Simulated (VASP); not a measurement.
**PdI: single point with PBE**

PdI:

```
Pd I
1.0
     3.87692    0.00000    0.00000
     0.00000    3.87692    0.00000
     0.00000    0.00000    3.87692
Pd I
1 1
Direct
  0.00000 0.00000 0.00000
  0.50000 0.50000 0.50000
```

| Item | Value |
| --- | --- |
| Program | VASP 6.6.1 |
| Task | single point |
| Functional | PBE |
| Potentials or basis | VASP PAW PBE potentials, release 64 (Pd, I) |
| Cutoff | 500 eV |
| k mesh | 6 × 6 × 6 |
| Occupations | gaussian, width 0.1 eV |
| Spin | no spin polarisation |
| Dipole correction | no |
| Further INCAR settings | ALGO = Normal; EDIFF = 1e-06; NBANDS = 16 |

* Pressure: -7.5 GPa

Levels at points of the mesh, in eV from the Fermi level:
| k point | band 5 | band 6 | band 7 | band 8 | band 9 | band 10 | band 11 | band 12 | band 13 | band 14 |
| --- | --- | --- | --- | --- | --- | --- | --- | --- | --- | --- |
| (0.00, 0.00, 0.00) | -1.47 | -1.47 | -1.00 | -1.00 | -1.00 | 0.42 | 6.50 | 6.50 | 10.72 | 10.72 |
| (0.50, 0.00, 0.00) | -1.51 | -0.97 | -0.70 | 0.37 | 0.37 | 3.85 | 4.61 | 6.49 | 7.09 | 7.09 |
| (0.50, 0.50, 0.00) | -1.24 | -1.24 | -1.17 | -0.70 | -0.64 | 1.34 | 7.56 | 7.56 | 7.84 | 10.34 |
| (0.50, 0.50, 0.50) | -0.68 | -0.68 | 0.14 | 0.14 | 0.14 | 3.01 | 3.01 | 3.01 | 3.89 | 15.36 |

It took 22 s on 1 thread of Intel Xeon 8259CL, with other jobs on the host, peak memory 0.16 GiB.

Caveat: spin-orbit coupling is left out, which moves the levels of the heavy elements; an odd number of electrons without spin polarisation forces a metal; a magnetic or distorted state may lie lower.
